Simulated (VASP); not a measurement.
# Al (Fm-3m) in VASP: notebook

Al is run at these levels: PBE; tasks: single point.

All numbers are computed with VASP 6.6.1; they aren't measurements. Logs are shortened: lines on timing, memory, paths and dates and some standing lists are left out, and cuts for length are marked.

## (1) The cell of the first run

The structure is cubic, space group Fm-3m (No. 225). Conventional cell: a = 4.039 Å, b = 4.039 Å, c = 4.039 Å, α = 90.00°, β = 90.00°, γ = 90.00°. Al (site symmetry m-3m) has 12 Al at 2.86 Å within 3.8 Å.

## (2) Single point, PBE

INCAR

```
SYSTEM = Al
ALGO = Normal
EDIFF = 1E-6
ENCUT = 520
GGA = PE
ISIF = 2
ISMEAR = 0
LASPH = .True.
LCHARG = .False.
LREAL = .False.
LWAVE = .False.
NBANDS = 8
NELM = 80
PREC = Accurate
SIGMA = 0.1
```

KPOINTS

```
k-points
0
Gamma
  8 8 8
  0 0 0
```

POSCAR

```
Al
1.0
    0.0000000000      2.0194648466      2.0194648466
    2.0194648466      0.0000000000      2.0194648466
    2.0194648466      2.0194648466      0.0000000000
Al
1
Direct
    0.0000000000      0.0000000000      0.0000000000
```

Potentials or basis: VASP PAW PBE potentials, release 64 (Al).

On the command line:

```console
$ cat potpaw_PBE.64/Al/POTCAR > POTCAR
$ mpirun -np 1 vasp_std > vasp.out
```

OUTCAR:

```text
SYSTEM = Al
   EDIFF = 1E-6
   ENCUT = 520
   GGA = PE
   ISIF = 2
   ISMEAR = 0
   LASPH = .True.
   LREAL = .False.
   NELM = 80
   PREC = Accurate

 ion  position               nearest neighbor table
   1  0.000  0.000  0.000-

  LATTYP: Found a face centered cubic cell.
 ALAT       =     4.0389296932

  Lattice vectors:

 A1 = (   0.0000000000,   2.0194648466,   2.0194648466)
 A2 = (   2.0194648466,   0.0000000000,   2.0194648466)
 A3 = (   2.0194648466,   2.0194648466,   0.0000000000)

Analysis of symmetry for initial positions (statically):
=====================================================================
 Subroutine PRICEL returns:
 Original cell was already a primitive cell.

 Routine SETGRP: Setting up the symmetry group for a
 face centered cubic supercell.

 Subroutine GETGRP returns: Found 48 space group operations
 (whereof 48 operations were pure point group operations)
 out of a pool of 48 trial point group operations.

The static configuration has the point symmetry O_h .

Analysis of symmetry for dynamics (positions and initial velocities):
=====================================================================
 Subroutine PRICEL returns:
 Original cell was already a primitive cell.

 Routine SETGRP: Setting up the symmetry group for a
 face centered cubic supercell.

 Subroutine GETGRP returns: Found 48 space group operations
 (whereof 48 operations were pure point group operations)
 out of a pool of 48 trial point group operations.

The dynamic configuration has the point symmetry O_h .

 Subroutine INISYM returns: Found 48 space group operations
 (whereof 48 operations are pure point group operations),
 and found     1 'primitive' translations

----------------------------------------------------------------------------------------

                                     Primitive cell

  volume of cell :      16.4717

  direct lattice vectors                    reciprocal lattice vectors
     0.000000000  2.019464847  2.019464847    -0.247590346  0.247590346  0.247590346
     2.019464847  0.000000000  2.019464847     0.247590346 -0.247590346  0.247590346
     2.019464847  2.019464847  0.000000000     0.247590346  0.247590346 -0.247590346

  length of vectors
     2.855954575  2.855954575  2.855954575     0.428839059  0.428839059  0.428839059

  position of ions in fractional coordinates (direct lattice)
     0.000000000  0.000000000  0.000000000

  ion indices of the primitive-cell ions
   primitive index   ion index
                 1           1

----------------------------------------------------------------------------------------

 KPOINTS: k-points

Automatic generation of k-mesh.
 Grid dimensions read from file:
 generate k-points for:    8    8    8

 Generating k-lattice:

  Cartesian coordinates                     Fractional coordinates (reciprocal lattice)
    -0.030948793  0.030948793  0.030948793     0.125000000  0.000000000  0.000000000
     0.030948793 -0.030948793  0.030948793     0.000000000  0.125000000  0.000000000
     0.030948793  0.030948793 -0.030948793     0.000000000  0.000000000  0.125000000

  Length of vectors
     0.053604882  0.053604882  0.053604882

  Shift w.r.t. Gamma in fractional coordinates (k-lattice)
     0.000000000  0.000000000  0.000000000

 Subroutine IBZKPT returns following result:
 ===========================================

 Found     29 irreducible k-points:

 Following reciprocal coordinates:
            Coordinates               Weight
  0.000000  0.000000  0.000000      1.000000
  0.125000  0.000000  0.000000      8.000000
  0.250000  0.000000  0.000000      8.000000
  0.375000  0.000000  0.000000      8.000000
  0.500000  0.000000  0.000000      4.000000
  0.125000  0.125000  0.000000      6.000000
[... 16 lines left out ...]
  0.500000  0.250000  0.125000     48.000000
 -0.375000  0.250000  0.125000     24.000000
 [... further k-points ...]
   k-points           NKPTS =     29   k-points in BZ     NKDIM =     29   number of bands    NBANDS=      8
   number of dos      NEDOS =    301   number of ions     NIONS =      1
   total plane-waves  NPLWV =  13824
   dimension x,y,z NGX =    24 NGY =   24 NGZ =   24
   dimension x,y,z NGXF=    48 NGYF=   48 NGZF=   48
   ions per type =               1
   NGX,Y,Z   is equivalent  to a cutoff of  13.97, 13.97, 13.97 a.u.
   NGXF,Y,Z  is equivalent  to a cutoff of  27.94, 27.94, 27.94 a.u.
 SYSTEM =  Al
   PREC   = accura    normal or accurate (medium, high low for compatibility)
   ISTART =      0    job   : 0-new  1-cont  2-samecut
   ICHARG =      2    charge: 1-file 2-atom 10-const
   ISPIN  =      1    spin polarized calculation?
   LNONCOLLINEAR =      F non collinear calculations
   LSORBIT =      F    spin-orbit coupling
   LASPH  =      T    aspherical Exc in radial PAW
   ENCUT  =  520.0 eV  38.22 Ry    6.18 a.u.   5.31  5.31  5.31*2*pi/ulx,y,z
   NELM   =     80;   NELMIN=  2; NELMDL= -5     # of ELM steps
   EDIFF  = 0.1E-05   stopping-criterion for ELM
   LREAL  =      F    real-space projection
   EDIFFG = 0.1E-04   stopping-criterion for IOM
   NSW    =      0    number of steps for IOM
   IBRION =     -1    ionic relax: 0-MD 1-quasi-New 2-CG
   NFREE  =      0    steps in history (QN), initial steepest desc. (CG)
   ISIF   =      2    stress and relaxation
   ISYM   =      2    0-nonsym 1-usesym 2-fastsym
   POTIM  = 0.5000    time-step for ionic-motion
   TEBEG  =    0.0;   TEEND  =   0.0 temperature during run
   PSTRESS=    0.0 pullay stress
   NELECT =       3.0000    total number of electrons
   NUPDOWN=      -1.0000    fix difference up-down
   EMIN   =  10.00;   EMAX   =-10.00  energy-range for DOS
   EFERMI =   0.00;   METHOD = LEGACY
   ISMEAR =     0;   SIGMA  =   0.10  broadening in eV -4-tet -1-fermi 0-gaus
   EFERMI_NEDOS =   21; number of points for ismear=-14 and -15
   IALGO  =     38    algorithm
   IMIX   =      4    mixing-type and parameters
     AMIX     =   0.40;   BMIX     =  1.00
     AMIX_MAG =   1.60;   BMIX_MAG =  1.00
  volume/ion in A,a.u.               =      16.47       111.16
  Fermi-wavevector in a.u.,A,eV,Ry     =   0.927974  1.753616 11.716453  0.861135
  Thomas-Fermi vector in A             =   2.054101
   LORBIT       =      0    0 simple, 1 ext, 2 COOP (PROOUT), +10 PAW based schemes
   GGA     = PE    functional components
   LHFCALC =     F    Hartree Fock is set to
   AEXX    =    0.0000 exact exchange contribution
   IVDW    =     0    specifies the selected vdW correction
   LEPSILON=     F    determine dielectric tensor
   LRPA    =     F    only Hartree local field effects (RPA)
 non-spin polarized calculation
 Gauss-broadening in eV      SIGMA  =   0.10
  energy-cutoff  :      520.00
  volume of cell :       16.47
 maximum number of plane-waves:       459
 NGX is ok and might be reduce to    24
   NGX = 11   NGY = 11   NGZ = 11

 number of electron       3.0000000 magnetization

 Free energy of the ion-electron system (eV)
  ---------------------------------------------------
  ext. energy  EPLUGINS =         0.00000000
  ---------------------------------------------------
  free energy    TOTEN  =        -3.74155593 eV

  energy without entropy =       -3.73842774  energy(sigma->0) =       -3.73999183

 E-fermi :   8.0774     XC(G=0): -10.2017

 val. band max:        7.6926389674   @ k =  -0.2500   0.3750   0.1250
 cond. band min:       8.1544760015   @ k =   0.5000   0.2500   0.1250
 fundamental gap:      0.4618370341
 Fermi energy:         8.0773553022

 k-point     1 :       0.0000    0.0000    0.0000
  band No.  band energies     occupation
      1      -3.1271      2.00000
      2      20.6483      0.00000
      3      20.6483      0.00000
      4      20.6483      0.00000
      5      22.1537      0.00000
      6      22.1537      0.00000
      7      22.1537      0.00000
      8      24.4989      0.00000

 k-point     2 :       0.1250    0.0000    0.0000
  band No.  band energies     occupation
      1      -2.7023      2.00000
      2      16.3433      0.00000
      3      19.7064      0.00000
      4      19.7064      0.00000
      5      22.7547      0.00000
      6      23.6960      0.00000
      7      23.6960      0.00000
      8      25.6998      0.00000

 k-point     3 :       0.2500    0.0000    0.0000
  band No.  band energies     occupation
      1      -1.4355      2.00000
      2      11.4623      0.00000
      3      18.9401      0.00000
      4      18.9401      0.00000
      5      22.3912      0.00000
      6      22.7938      0.00000
      7      22.7938      0.00000
      8      26.8008      0.00000

 k-point     4 :       0.3750    0.0000    0.0000
  band No.  band energies     occupation
      1       0.6512      2.00000
      2       7.1520      2.00000
      3      18.8491      0.00000
      4      18.8491      0.00000
      5      20.7994      0.00000
      6      20.7994      0.00000
      7      22.4618      0.00000
      8      24.7354      0.00000

 k-point     5 :       0.5000    0.0000    0.0000
  band No.  band energies     occupation
      1       3.4190      2.00000
      2       3.6379      2.00000
      3      19.4486      0.00000
      4      19.4486      0.00000
      5      19.4875      0.00000
      6      19.4875      0.00000
      7      23.1560      0.00000
      8      23.3241      0.00000
[... 177 lines left out ...]
 k-point    22 :       0.3750    0.2500    0.1250
  band No.  band energies     occupation
      1      -0.3191      2.00000
      2      11.8701      0.00000
      3      13.2865      0.00000
      4      16.8128      0.00000
      5      20.1717      0.00000
      6      21.9693      0.00000
      7      24.9887      0.00000
      8      28.3361      0.00000

 k-point    23 :       0.5000    0.2500    0.1250
  band No.  band energies     occupation
      1       1.7499      2.00000
      2       8.1545      0.27543
      3      12.6040      0.00000
      4      14.6730      0.00000
      5      20.8061      0.00000
      6      22.9022      0.00000
      7      25.0437      0.00000
      8      29.0186      0.00000

 k-point    24 :      -0.3750    0.2500    0.1250
  band No.  band energies     occupation
      1       4.4665      2.00000
      2       4.7315      2.00000
      3      12.9925      0.00000
      4      13.4843      0.00000
      5      21.3390      0.00000
      6      21.7618      0.00000
      7      28.3588      0.00000
      8      28.6566      0.00000

 [... further k-points ...]
[... 5 lines left out ...]
  --------------------------------------------------------------------------------------
  -------------------------------------------------------------------------------------
  Total        0.0185000      0.0185000      0.0185000      0.0000000      0.0000000     -0.0000000
  in kB        1.7994622      1.7994622      1.7994622      0.0000000      0.0000000     -0.0000000
  external PRESSURE =       1.7994622 kB  Pullay stress =       0.0000000 kB

 VOLUME and BASIS-vectors are now :
 -----------------------------------------------------------------------------
  energy-cutoff  :      520.00
  volume of cell :       16.47
      direct lattice vectors                 reciprocal lattice vectors
     0.000000000  2.019464847  2.019464847    -0.247590346  0.247590346  0.247590346
     2.019464847  0.000000000  2.019464847     0.247590346 -0.247590346  0.247590346
     2.019464847  2.019464847  0.000000000     0.247590346  0.247590346 -0.247590346

 POSITION                                       TOTAL-FORCE (eV/Angst)
 -----------------------------------------------------------------------------------
      0.00000      0.00000      0.00000         0.000000     -0.000000      0.000000
 -----------------------------------------------------------------------------------
    total drift:                                0.000000      0.000000     -0.000000

  FREE ENERGIE OF THE ION-ELECTRON SYSTEM (eV)
  ---------------------------------------------------
  free  energy   TOTEN  =        -3.7415559293 eV

  energy  without entropy=       -3.7384277364  energy(sigma->0) =       -3.73999183
```

Run time: 2.4 s. Hardware: 1 thread of Intel Xeon Platinum 8375C at 2.90GHz (Ice Lake), shared host; peak memory 0.12 GiB.

Results:

```yaml
Free_energy: -3.7416 eV
Pressure: 0.2 GPa
```

Levels at points of the mesh, in eV from the Fermi level:
```
           k point  band 1  band 2  band 3  band 4  band 5
(0.00, 0.00, 0.00)  -11.20   12.57   12.57   12.57   14.08
(0.50, 0.00, 0.00)   -4.66   -4.44   11.37   11.37   11.41
(0.50, 0.50, 0.00)   -2.99   -1.66    5.20    5.54    5.54
```

## (3) Single point, PBE

This run uses another cell than the first one, of 16.50 Å³/atom, 1.002 times its volume.

INCAR

```
PREC = Accurate
ENCUT = 520
EDIFF = 1E-7
ISMEAR = 0
SIGMA = 0.1
LREAL = F
LASPH = T
NELM = 80
ALGO = Normal
ISIF = 2
LWAVE = F
LCHARG = F
GGA = PE
NBANDS = 8
```

KPOINTS

```
Automatic mesh
0
Gamma
  18 18 18
```

POSCAR

```
Al
1.0
    0.0000000000      2.0208104607      2.0208104607
    2.0208104607      0.0000000000      2.0208104607
    2.0208104607      2.0208104607      0.0000000000
Al
1
Direct
    0.0000000000      0.0000000000      0.0000000000
```

Potentials or basis: VASP PAW PBE potentials, release 64 (Al).

On the command line:

```console
$ cat potpaw_PBE.64/Al/POTCAR > POTCAR
$ mpirun -np 1 vasp_std > vasp.out
```

OUTCAR:

```text
PREC = Accurate
   ENCUT = 520
   EDIFF = 1E-7
   ISMEAR = 0
   LREAL = F
   LASPH = T
   NELM = 80
   ISIF = 2
   GGA = PE

 ion  position               nearest neighbor table
   1  0.000  0.000  0.000-

  LATTYP: Found a face centered cubic cell.
 ALAT       =     4.0416209214

  Lattice vectors:

 A1 = (   0.0000000000,   2.0208104607,   2.0208104607)
 A2 = (   2.0208104607,   0.0000000000,   2.0208104607)
 A3 = (   2.0208104607,   2.0208104607,   0.0000000000)

Analysis of symmetry for initial positions (statically):
=====================================================================
 Subroutine PRICEL returns:
 Original cell was already a primitive cell.

 Routine SETGRP: Setting up the symmetry group for a
 face centered cubic supercell.

 Subroutine GETGRP returns: Found 48 space group operations
 (whereof 48 operations were pure point group operations)
 out of a pool of 48 trial point group operations.

The static configuration has the point symmetry O_h .

Analysis of symmetry for dynamics (positions and initial velocities):
=====================================================================
[... 154 lines left out ...]

  energy without entropy =       -3.74160785  energy(sigma->0) =       -3.74306912

 E-fermi :   7.9884     XC(G=0): -10.1955

 val. band max:        7.9821693285   @ k =  -0.2778   0.2778   0.0556
 cond. band min:       7.9895809266   @ k =  -0.2778   0.5000   0.2222
 fundamental gap:      0.0074115982
 Fermi energy:         7.9884043719

 k-point     1 :       0.0000    0.0000    0.0000
  band No.  band energies     occupation
      1      -3.1352      2.00000
      2      20.6149      0.00000
      3      20.6149      0.00000
      4      20.6149      0.00000
      5      22.1047      0.00000
      6      22.1047      0.00000
      7      22.1047      0.00000
      8      24.4610      0.00000
[... 243 lines left out ...]
 k-point    24 :      -0.2222    0.0556    0.0000
  band No.  band energies     occupation
      1      -1.4943      2.00000
      2      11.8375      0.00000
      3      17.2802      0.00000
      4      20.1312      0.00000
      5      21.8766      0.00000
      6      22.9270      0.00000
      7      23.3741      0.00000
      8      25.5761      0.00000

 [... further k-points ...]
[... 5 lines left out ...]
  --------------------------------------------------------------------------------------
  -------------------------------------------------------------------------------------
  Total       -0.0055310     -0.0055310     -0.0055310      0.0000000     -0.0000000     -0.0000000
  in kB       -0.5369185     -0.5369185     -0.5369185      0.0000000     -0.0000000     -0.0000000
  external PRESSURE =      -0.5369185 kB  Pullay stress =       0.0000000 kB

 VOLUME and BASIS-vectors are now :
 -----------------------------------------------------------------------------
  energy-cutoff  :      520.00
  volume of cell :       16.50
      direct lattice vectors                 reciprocal lattice vectors
     0.000000000  2.020810461  2.020810461    -0.247425481  0.247425481  0.247425481
     2.020810461  0.000000000  2.020810461     0.247425481 -0.247425481  0.247425481
     2.020810461  2.020810461  0.000000000     0.247425481  0.247425481 -0.247425481

 POSITION                                       TOTAL-FORCE (eV/Angst)
 -----------------------------------------------------------------------------------
      0.00000      0.00000      0.00000         0.000000      0.000000      0.000000
 -----------------------------------------------------------------------------------
    total drift:                               -0.000000      0.000000      0.000000

  FREE ENERGIE OF THE ION-ELECTRON SYSTEM (eV)
  ---------------------------------------------------
  free  energy   TOTEN  =        -3.7445303836 eV

  energy  without entropy=       -3.7416078518  energy(sigma->0) =       -3.74306912
```

stdout:

```text
POSCAR found type information on POSCAR Al
 POSCAR found :  1 types and       1 ions
 scaLAPACK will be used
 LDA part: xc-table for (Slater+PW92), standard interpolation
 POSCAR, INCAR and KPOINTS ok, starting setup
 FFT: planning ... GRIDC
 FFT: planning ... GRID_SOFT
 FFT: planning ... GRID
 WAVECAR not read
 entering main loop
```

Wall time 11 s (1 thread of Intel Xeon Platinum 8375C at 2.90GHz (Ice Lake), shared host); peak memory 0.14 GiB.

What came out:

```
Free energy : -3.7445 eV
Pressure    : -0.1 GPa
```
